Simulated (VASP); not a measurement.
# AlN (P6_3/mmc) in VASP: further runs

The runs below take AlN through single point, with LDA.

Program: VASP 6.6.1. These are calculated values, not measurements. Logs are shortened: lines on timing, memory, paths and dates and some standing lists are left out, and cuts for length are marked.

**1. The cell of the first run**

The structure is hexagonal, space group P6_3/mmc (No. 194). The conventional cell has a = 3.312 Å, b = 3.312 Å, c = 4.188 Å, α = 90.00°, β = 90.00°, γ = 120.00°. Within 2.5 Å of Al (site symmetry -6m2) lie 5 N at 1.91 to 2.09 Å. Within 2.5 Å of N (site symmetry -6m2) lie 5 Al at 1.91 to 2.09 Å.

**2. Single point, LDA**

The input, INCAR:

```
SYSTEM = AlN
  PREC = Accurate
  ENCUT = 600
  EDIFF = 1E-6
  ISMEAR = 0
  SIGMA = 0.01
  LREAL = .False.
  LASPH = .True.
  NELM = 120
  ALGO = Normal
  ISIF = 2
  LWAVE = .False.
  LCHARG = .False.
  GGA = CA
  NBANDS = 16
  GGA_COMPAT = .False.
```

The input, KPOINTS:

```
regular mesh
0
Gamma
  6 6 4
  0 0 0
```

The input, POSCAR:

```
AlN
1.0
    3.3121157400      0.0000000000      0.0000000000
   -1.6560578700      2.8683763700      0.0000000000
    0.0000000000      0.0000000000      4.1875630000
Al N
2 2
Direct
    0.3333333300      0.6666666700      0.7500000000
    0.6666666700      0.3333333300      0.2500000000
    0.3333333300      0.6666666700      0.2500000000
    0.6666666700      0.3333333300      0.7500000000
```

Potentials or basis: VASP PAW LDA potentials, release 64 (Al, N).

Run with:

```sh
$ cat potpaw_LDA.64/Al/POTCAR potpaw_LDA.64/N/POTCAR > POTCAR
$ mpirun -np 1 vasp_std > vasp.out
```

OUTCAR:

```text
SYSTEM = AlN
   PREC = Accurate
   ENCUT = 600
   EDIFF = 1E-6
   ISMEAR = 0
   LREAL = .False.
   LASPH = .True.
   NELM = 120
   ISIF = 2
   GGA = CA

 ion  position               nearest neighbor table
   1  0.333  0.667  0.750-   4 1.91   4 1.91   4 1.91   3 2.09   3 2.09   2 2.84   2 2.84   2 2.84
                             2 2.84   2 2.84   2 2.84
   2  0.667  0.333  0.250-   3 1.91   3 1.91   3 1.91   4 2.09   4 2.09   1 2.84   1 2.84   1 2.84
                             1 2.84   1 2.84   1 2.84
   3  0.333  0.667  0.250-   2 1.91   2 1.91   2 1.91   1 2.09   1 2.09
   4  0.667  0.333  0.750-   1 1.91   1 1.91   1 1.91   2 2.09   2 2.09

  LATTYP: Found a hexagonal cell.
 ALAT       =     3.3121157400
 C/A-ratio  =     1.2643166268

  Lattice vectors:

 A1 = (   3.3121157400,   0.0000000000,   0.0000000000)
 A2 = (  -1.6560578700,   2.8683763700,   0.0000000000)
 A3 = (   0.0000000000,   0.0000000000,   4.1875630000)

Analysis of symmetry for initial positions (statically):
=====================================================================
 Subroutine PRICEL returns:
 Original cell was already a primitive cell.

 Routine SETGRP: Setting up the symmetry group for a
 hexagonal supercell.

 Subroutine GETGRP returns: Found 24 space group operations
 (whereof 12 operations were pure point group operations)
 out of a pool of 24 trial point group operations.

The static configuration has the point symmetry D_3d.
 The point group associated with its full space group is D_6h.

Analysis of symmetry for dynamics (positions and initial velocities):
=====================================================================
 Subroutine PRICEL returns:
 Original cell was already a primitive cell.

 Routine SETGRP: Setting up the symmetry group for a
 hexagonal supercell.

 Subroutine GETGRP returns: Found 24 space group operations
 (whereof 12 operations were pure point group operations)
 out of a pool of 24 trial point group operations.

The dynamic configuration has the point symmetry D_3d.
 The point group associated with its full space group is D_6h.

 Subroutine INISYM returns: Found 24 space group operations
 (whereof 12 operations are pure point group operations),
 and found     1 'primitive' translations

----------------------------------------------------------------------------------------

                                     Primitive cell

  volume of cell :      39.7835

  direct lattice vectors                    reciprocal lattice vectors
     3.312115740  0.000000000  0.000000000     0.301921816  0.174314642  0.000000000
    -1.656057870  2.868376370  0.000000000     0.000000000  0.348629284  0.000000000
     0.000000000  0.000000000  4.187563000     0.000000000  0.000000000  0.238802377

  length of vectors
     3.312115740  3.312115739  4.187563000     0.348629284  0.348629284  0.238802377

  position of ions in fractional coordinates (direct lattice)
     0.333333330  0.666666670  0.750000000
     0.666666670  0.333333330  0.250000000
     0.333333330  0.666666670  0.250000000
     0.666666670  0.333333330  0.750000000

  ion indices of the primitive-cell ions
   primitive index   ion index
                 1           1
                 2           2
                 3           3
                 4           4

----------------------------------------------------------------------------------------

 KPOINTS: regular mesh

Automatic generation of k-mesh.
 Grid dimensions read from file:
 generate k-points for:    6    6    4

 Generating k-lattice:

  Cartesian coordinates                     Fractional coordinates (reciprocal lattice)
     0.050320303  0.029052440  0.000000000     0.166666667  0.000000000  0.000000000
     0.000000000  0.058104881  0.000000000     0.000000000  0.166666667  0.000000000
     0.000000000  0.000000000  0.059700594     0.000000000  0.000000000  0.250000000

  Length of vectors
     0.058104881  0.058104881  0.059700594

  Shift w.r.t. Gamma in fractional coordinates (k-lattice)
     0.000000000  0.000000000  0.000000000

 Subroutine IBZKPT returns following result:
 ===========================================

 Found     21 irreducible k-points:

 Following reciprocal coordinates:
            Coordinates               Weight
  0.000000  0.000000  0.000000      1.000000
  0.166667  0.000000  0.000000      6.000000
  0.333333 -0.000000  0.000000      6.000000
  0.500000  0.000000  0.000000      3.000000
  0.166667  0.166667  0.000000      6.000000
  0.333333  0.166667  0.000000     12.000000
[... 13 lines left out ...]
  0.333333  0.166667  0.500000     12.000000
  0.333333  0.333333  0.500000      2.000000
   k-points           NKPTS =     21   k-points in BZ     NKDIM =     21   number of bands    NBANDS=     16
   number of dos      NEDOS =    301   number of ions     NIONS =      4
   total plane-waves  NPLWV =  28224
   dimension x,y,z NGX =    28 NGY =   28 NGZ =   36
   dimension x,y,z NGXF=    56 NGYF=   56 NGZF=   72
   ions per type =               2   2
   NGX,Y,Z   is equivalent  to a cutoff of  14.05, 14.05, 14.29 a.u.
   NGXF,Y,Z  is equivalent  to a cutoff of  28.11, 28.11, 28.58 a.u.
 SYSTEM =  AlN
   PREC   = accura    normal or accurate (medium, high low for compatibility)
   ISTART =      0    job   : 0-new  1-cont  2-samecut
   ICHARG =      2    charge: 1-file 2-atom 10-const
   ISPIN  =      1    spin polarized calculation?
   LNONCOLLINEAR =      F non collinear calculations
   LSORBIT =      F    spin-orbit coupling
   LASPH  =      T    aspherical Exc in radial PAW
   ENCUT  =  600.0 eV  44.10 Ry    6.64 a.u.   6.62  6.62  8.36*2*pi/ulx,y,z
   NELM   =    120;   NELMIN=  2; NELMDL= -5     # of ELM steps
   EDIFF  = 0.1E-05   stopping-criterion for ELM
   LREAL  =      F    real-space projection
   EDIFFG = 0.1E-04   stopping-criterion for IOM
   NSW    =      0    number of steps for IOM
   IBRION =     -1    ionic relax: 0-MD 1-quasi-New 2-CG
   NFREE  =      0    steps in history (QN), initial steepest desc. (CG)
   ISIF   =      2    stress and relaxation
   ISYM   =      2    0-nonsym 1-usesym 2-fastsym
   POTIM  = 0.5000    time-step for ionic-motion
   TEBEG  =    0.0;   TEEND  =   0.0 temperature during run
   PSTRESS=    0.0 pullay stress
   NELECT =      16.0000    total number of electrons
   NUPDOWN=      -1.0000    fix difference up-down
   EMIN   =  10.00;   EMAX   =-10.00  energy-range for DOS
   EFERMI =   0.00;   METHOD = LEGACY
   ISMEAR =     0;   SIGMA  =   0.01  broadening in eV -4-tet -1-fermi 0-gaus
   EFERMI_NEDOS =   21; number of points for ismear=-14 and -15
   IALGO  =     38    algorithm
   IMIX   =      4    mixing-type and parameters
     AMIX     =   0.40;   BMIX     =  1.00
     AMIX_MAG =   1.60;   BMIX_MAG =  1.00
  volume/ion in A,a.u.               =       9.95        67.12
  Fermi-wavevector in a.u.,A,eV,Ry     =   1.208409  2.283561 19.867928  1.460251
  Thomas-Fermi vector in A             =   2.344017
   LORBIT       =      0    0 simple, 1 ext, 2 COOP (PROOUT), +10 PAW based schemes
   GGA     = CA    functional components
   LHFCALC =     F    Hartree Fock is set to
   AEXX    =    0.0000 exact exchange contribution
   IVDW    =     0    specifies the selected vdW correction
   LEPSILON=     F    determine dielectric tensor
   LRPA    =     F    only Hartree local field effects (RPA)
 non-spin polarized calculation
 Gauss-broadening in eV      SIGMA  =   0.01
  energy-cutoff  :      600.00
  volume of cell :       39.78
 maximum number of plane-waves:      1349
 NGX is ok and might be reduce to    28
   NGX = 13   NGY = 13   NGZ = 17

 number of electron      16.0000001 magnetization

 Free energy of the ion-electron system (eV)
  ---------------------------------------------------
  ext. energy  EPLUGINS =         0.00000000
  ---------------------------------------------------
  free energy    TOTEN  =       -32.44294040 eV

  energy without entropy =      -32.44294040  energy(sigma->0) =      -32.44294040

 E-fermi :   7.7583     XC(G=0): -11.4876

 val. band max:        7.6835652488   @ k =   0.0000   0.0000   0.0000
 cond. band min:      10.9684906835   @ k =   0.0000   0.0000   0.0000
 fundamental gap:      3.2849254347
 Fermi energy:         7.7582993818

 k-point     1 :       0.0000    0.0000    0.0000
  band No.  band energies     occupation
      1      -8.9414      2.00000
      2      -5.2132      2.00000
      3       0.7831      2.00000
      4       4.4117      2.00000
      5       4.4117      2.00000
      6       6.0777      2.00000
[... 8 lines left out ...]
     15      19.3323      0.00000
     16      19.4996      0.00000

 k-point     2 :       0.1667    0.0000    0.0000
  band No.  band energies     occupation
      1      -8.6243      2.00000
      2      -5.2125      2.00000
      3       1.1220      2.00000
      4       3.3782      2.00000
      5       4.0121      2.00000
      6       5.1426      2.00000
[... 8 lines left out ...]
     15      18.4291      0.00000
     16      19.4677      0.00000

 k-point     3 :       0.3333   -0.0000    0.0000
  band No.  band energies     occupation
      1      -7.7788      2.00000
      2      -5.4222      2.00000
      3       1.8088      2.00000
      4       2.0593      2.00000
      5       3.4273      2.00000
      6       3.8879      2.00000
[... 8 lines left out ...]
     15      18.8440      0.00000
     16      20.3525      0.00000

 k-point     4 :       0.5000    0.0000    0.0000
  band No.  band energies     occupation
      1      -7.0400      2.00000
      2      -5.8606      2.00000
      3       1.2067      2.00000
      4       2.9353      2.00000
      5       3.1902      2.00000
      6       3.3607      2.00000
[... 8 lines left out ...]
     15      20.6834      0.00000
     16      20.7052      0.00000

 k-point     5 :       0.1667    0.1667    0.0000
  band No.  band energies     occupation
      1      -8.0370      2.00000
      2      -5.3153      2.00000
      3       1.7672      2.00000
      4       2.5948      2.00000
      5       2.7444      2.00000
      6       4.6874      2.00000
[... 8 lines left out ...]
     15      18.4066      0.00000
     16      19.9627      0.00000

 k-point     6 :       0.3333    0.1667    0.0000
  band No.  band energies     occupation
      1      -7.1106      2.00000
      2      -5.7570      2.00000
      3       1.3183      2.00000
      4       2.7648      2.00000
      5       2.8550      2.00000
      6       3.7246      2.00000
[... 8 lines left out ...]
     15      20.0718      0.00000
     16      20.3310      0.00000
[... 210 lines left out ...]
 k-point    18 :       0.5000    0.0000    0.5000
  band No.  band energies     occupation
      1      -6.2865      2.00000
      2      -6.2865      2.00000
      3       0.3943      2.00000
      4       0.3943      2.00000
      5       4.4279      2.00000
      6       4.4279      2.00000
[... 8 lines left out ...]
     15      19.4052      0.00000
     16      19.4052      0.00000

 k-point    19 :       0.1667    0.1667    0.5000
  band No.  band energies     occupation
      1      -6.8146      2.00000
      2      -6.8146      2.00000
      3       1.7141      2.00000
      4       1.7141      2.00000
      5       4.2384      2.00000
      6       4.2384      2.00000
[... 8 lines left out ...]
     15      18.7330      0.00000
     16      18.7330      0.00000

 k-point    20 :       0.3333    0.1667    0.5000
  band No.  band energies     occupation
      1      -6.3012      2.00000
      2      -6.3012      2.00000
      3       0.7311      2.00000
      4       0.7311      2.00000
      5       3.4532      2.00000
      6       3.4532      2.00000
[... 8 lines left out ...]
     15      19.7443      0.00000
     16      19.7443      0.00000

 k-point    21 :       0.3333    0.3333    0.5000
  band No.  band energies     occupation
      1      -6.1164      2.00000
      2      -6.1164      2.00000
      3       0.7989      2.00000
      4       0.7989      2.00000
      5       2.5113      2.00000
      6       2.5113      2.00000
[... 8 lines left out ...]
     15      20.0709      0.00000
     16      20.0709      0.00000

------------------------ aborting loop because EDIFF is reached ----------------------------------------

  FORCE on cell =-STRESS in cart. coord.  units (eV):
  Direction    XX          YY          ZZ          XY          YZ          ZX
  --------------------------------------------------------------------------------------
  -------------------------------------------------------------------------------------
  Total       -2.0175216     -2.0175216     -2.1333093      0.0000000      0.0000000      0.0000000
  in kB      -81.2504497    -81.2504497    -85.9134989      0.0000000      0.0000000      0.0000000
  external PRESSURE =     -82.8047994 kB  Pullay stress =       0.0000000 kB

 VOLUME and BASIS-vectors are now :
 -----------------------------------------------------------------------------
  energy-cutoff  :      600.00
  volume of cell :       39.78
      direct lattice vectors                 reciprocal lattice vectors
     3.312115740  0.000000000  0.000000000     0.301921816  0.174314642  0.000000000
    -1.656057870  2.868376370  0.000000000     0.000000000  0.348629284  0.000000000
     0.000000000  0.000000000  4.187563000     0.000000000  0.000000000  0.238802377

 POSITION                                       TOTAL-FORCE (eV/Angst)
 -----------------------------------------------------------------------------------
     -0.00000      1.91225      3.14067         0.000000      0.000000      0.000000
      1.65606      0.95613      1.04689         0.000000     -0.000000      0.000000
     -0.00000      1.91225      1.04689         0.000000     -0.000000      0.000000
      1.65606      0.95613      3.14067        -0.000000      0.000000      0.000000
 -----------------------------------------------------------------------------------
    total drift:                               -0.000001      0.000001      0.000000

  FREE ENERGIE OF THE ION-ELECTRON SYSTEM (eV)
  ---------------------------------------------------
  free  energy   TOTEN  =       -32.4429404023 eV

  energy  without entropy=      -32.4429404023  energy(sigma->0) =      -32.44294040
```

Run time: 7 s. Hardware: 1 thread of Intel Xeon 6975P-C (Granite Rapids), shared host; peak memory 0.14 GiB.

What came out:

```
Free energy            : -32.4429 eV
Pressure               : -8.3 GPa
Band gap on the k mesh : 3.28 eV, direct
```

A k mesh can miss the band edges.

**3. Single point, LDA**

The input, INCAR:

```
PREC = Accurate
ENCUT = 600
EDIFF = 1E-6
ISMEAR = 0
SIGMA = 0.01
LREAL = False
LASPH = True
NELM = 120
ALGO = Normal
ISIF = 2
LWAVE = False
LCHARG = True
GGA = CA
LELF = True
LVHAR = True
NBANDS = 16
GGA_COMPAT = False
```

The input, KPOINTS:

```
Automatic mesh
0
Gamma
  8 8 6
```

POSCAR is that of step 2.

Potentials or basis: VASP PAW LDA potentials, release 64 (Al, N).

Run with:

```sh
$ cat potpaw_LDA.64/Al/POTCAR potpaw_LDA.64/N/POTCAR > POTCAR
$ mpirun -np 1 vasp_std > vasp.out
```

Run time: 12 s. Hardware: 1 thread of Intel Xeon 6975P-C (Granite Rapids), shared host; peak memory 0.15 GiB.

It converged, with:

* Free energy: -32.4431 eV
* Pressure: -8.3 GPa
* Band gap on the k mesh: 3.28 eV, direct

Stress tensor (GPa, compression positive):
```
-8.16  0.00  0.00
 0.00 -8.16  0.00
 0.00  0.00 -8.63
```

Levels at points of the mesh, in eV from the valence-band top:
```
           k point  band 6  band 7  band 8  band 9  band 10  band 11
(0.00, 0.00, 0.00)   -1.61   -1.61    0.00    3.28     4.25     8.04
(0.50, 0.00, 0.00)   -4.32   -2.90   -1.46    3.71     7.00     7.08
(0.00, 0.00, 0.50)   -2.48   -2.48   -2.48    5.57     5.57     8.25
(0.50, 0.00, 0.50)   -3.26   -1.74   -1.74    4.96     4.96     9.09
```

A k mesh can miss the band edges. LDA gaps usually lie below the measured ones, often by a third to a half.
